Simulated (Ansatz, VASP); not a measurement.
Given: the input of a run of Ansatz 0.2.0 on HfMoC2.

Contents of input.yaml:

```yaml
crystal:
  lattice:
    - [3.233420224, 0.0, 0.0]
    - [0.0, 3.233420224, 0.0]
    - [0.0, 0.0, 4.5441860843]
  atoms:
    - { symbol: Hf, position: [0.0, 0.0, 0.0] }
    - { symbol: Mo, position: [0.5, 0.5, 0.5] }
    - { symbol: C, position: [0.5, 0.5, 0.0] }
    - { symbol: C, position: [0.0, 0.0, 0.5] }
kpoints:
  mp_grid: { grid: [8, 8, 6] }
scf:
  occupations: { method: fermi_dirac, width: 0.05 }
hamiltonian:
  xc: lda
  pseudopotentials: { kind: all_electron, lapw: { basis_error: 0.002 } }
output:
  forces: true
  stress: true
  eigenvalues: true
```

Potentials or basis: all-electron LAPW, scalar-relativistic.

Command:

```bash
$ ansatz run input.yaml --threads 2 --pin off --max-ram 8192MiB --backend cpu --events-out ev --progress --plain --runs-dir out
```

Question: Set up the same calculation for VASP 6.6.1. Potentials there: VASP PAW LDA potentials, release 64 (Hf_pv, Mo_sv, C).

Answer: As run (the cutoff follows the program's own potentials):

INCAR

```
PREC = Accurate
ENCUT = 520
EDIFF = 1E-7
ISMEAR = -1
SIGMA = 0.05
LREAL = F
LASPH = T
NELM = 80
ALGO = Normal
ISIF = 2
LWAVE = F
LCHARG = F
NBANDS = 24
```

The input KPOINTS:

```
regular mesh
0
Gamma
  8 8 6
```

File POSCAR:

```
HfMoC2
1.0
    3.2334202240      0.0000000000      0.0000000000
    0.0000000000      3.2334202240      0.0000000000
    0.0000000000      0.0000000000      4.5441860843
Hf Mo C
1 1 2
Direct
    0.0000000000      0.0000000000      0.0000000000
    0.5000000000      0.5000000000      0.5000000000
    0.5000000000      0.5000000000      0.0000000000
    0.0000000000      0.0000000000      0.5000000000
```

Potentials or basis: VASP PAW LDA potentials, release 64 (Hf_pv, Mo_sv, C).

Launch:

```console
$ cat potpaw_LDA.64/Hf_pv/POTCAR potpaw_LDA.64/Mo_sv/POTCAR potpaw_LDA.64/C/POTCAR > POTCAR
$ mpirun -np 1 vasp_std > vasp.out
```

Both were run:

|  | VASP | Ansatz | Ansatz less VASP |
| --- | --- | --- | --- |
| gap on the k mesh at the Fermi level (eV) | none | none | - |
| pressure (GPa) | -22.7 | -23.3 | -0.56 |
| traceless stress, the component that is largest in VASP (GPa) | -2.79 | -2.79 | -0.007 |

LDA's correlation is that of Perdew and Zunger in VASP and of Perdew and Wang (1992) in Ansatz. A gap of «none» marks a metal or a gap that the smearing closes. Ansatz ran all-electron here, and VASP with PAW potentials.

Neither program's run includes spin-orbit coupling.
